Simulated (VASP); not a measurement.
Wanted: the native input for a VASP 6.6.1 run.

| Quantity | Value |
| --- | --- |
| Task | single point |
| Functional | PBEsol |
| Potentials or basis | VASP PAW PBE potentials, release 64 (Pt, Al) |
| Cutoff | 520 eV |
| k mesh | 8 × 8 × 8 |
| Occupations | fermi-dirac, width 0.05 eV |
| Spin | no spin polarisation |
| Dipole correction | no |
| Further INCAR settings | ALGO = Normal; EDIFF = 1e-06; NBANDS = 15 |

The structure of Al2Pt lies in POSCAR:

```
Al2Pt
1.0
    0.0000000000      2.8946769513      2.8946769513
    2.8946769513      0.0000000000      2.8946769513
    2.8946769513      2.8946769513      0.0000000000
Pt Al
1 2
Direct
    0.0000000000      0.0000000000      0.0000000000
    0.7500000000      0.7500000000      0.7500000000
    0.2500000000      0.2500000000      0.2500000000
```

These files were run (other wordings do the same):

INCAR

```
SYSTEM = Al2Pt
ALGO = Normal
EDIFF = 1E-6
ENCUT = 520
GGA = PS
ISIF = 2
ISMEAR = -1
LASPH = .TRUE.
LCHARG = .FALSE.
LREAL = .FALSE.
LWAVE = .FALSE.
NBANDS = 15
NELM = 80
PREC = Accurate
SIGMA = 0.05
```

KPOINTS

```
k-points
0
G
  8 8 8
  0 0 0
```

Potentials or basis: VASP PAW PBE potentials, release 64 (Pt, Al).

Launch:

```bash
$ cat potpaw_PBE.64/Pt/POTCAR potpaw_PBE.64/Al/POTCAR > POTCAR
$ mpirun -np 1 vasp_std > vasp.out
```

Results of the run:

| Item | Value |
| --- | --- |
| Pressure | 8.6 GPa |
| Band gap on the k mesh | zero (band 8 reaches 12.38 eV, above the bottom of band 9 at 6.82 eV) |

Caveat: the PAW data sets were made with another functional, which shifts forces and pressure a little; spin-orbit coupling is left out, which moves the levels of the heavy elements.

Run time: 31 s on 1 thread of Intel Xeon 8259CL, with other jobs on the host, peak memory 0.18 GiB.
